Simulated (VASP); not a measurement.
Here is a VASP 6.6.1 calculation.

INCAR

```
ALGO = Normal ; EDIFF = 1E-6
ENCUT = 520 ; GGA = PS
ISIF = 2 ; ISMEAR = -1
LASPH = True ; LCHARG = True
LELF = True ; LREAL = False
LVHAR = True ; LWAVE = False
NBANDS = 20 ; NELM = 80
PREC = Accurate ; SIGMA = 0.1
```

KPOINTS

```
k-points
0
Gamma
  6 6 1
```

File POSCAR:

```
MoS2
1.0
    3.1841260000      0.0000000000      0.0000000000
   -1.5920630000      2.7575340000      0.0000000000
    0.0000000000      0.0000000000     17.3346000000
Mo S
1 2
Direct
    0.0000000000      0.0100000000      0.0000000000
    0.3333333333      0.6666666667      0.0894930000
    0.3333333333      0.6666666667      0.9105070000
```

Potentials or basis: VASP PAW PBE potentials, release 64 (Mo_sv, S).

The run is started by

```console
$ cat potpaw_PBE.64/Mo_sv/POTCAR potpaw_PBE.64/S/POTCAR > POTCAR
$ mpirun -np 1 vasp_std > vasp.out
```

(1) Predict the band gap on the k mesh.

(2) Predict the largest force.

Results:

(1) 1.60 eV (least direct gap 1.66 eV).

(2) 0.636 eV/Å.

Caveat: the PAW data sets were made with another functional, which shifts forces and pressure a little.
